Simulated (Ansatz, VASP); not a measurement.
## CdO: VASP beside Ansatz

```
Cd O
1.0
     0.00000    2.39455    2.39455
     2.39455    0.00000    2.39455
     2.39455    2.39455    0.00000
Cd O
1 1
Direct
  0.00000 0.00000 0.00000
  0.50000 0.50000 0.50000
```

Alike in both runs: task single point; functional PBE; dispersion D4; k mesh 8 × 8 × 8; occupations gaussian, width 0.05 eV; no spin polarisation.

```csv
,VASP,Ansatz
version,VASP 6.6.1,Ansatz 0.2.0
potentials or method,"VASP PAW PBE potentials, release 64 (Cd, O), cutoff 600 eV","scalar-relativistic, plane waves, PAW"
valence electrons in the cell,18,26
```

Ansatz gave:

| Quantity | Value |
| --- | --- |
| gap on the k mesh at the Fermi level (eV) | none |
| pressure (GPa) | -4.8 |

Which values does VASP return?

gap on the k mesh at the Fermi level (eV): none; pressure (GPa): -3.9.

A gap of «none» marks a metal or a gap that the smearing closes. VASP's potentials hold 18 valence electrons a cell and Ansatz's 26, so a difference there can come from the potentials and not from the codes.
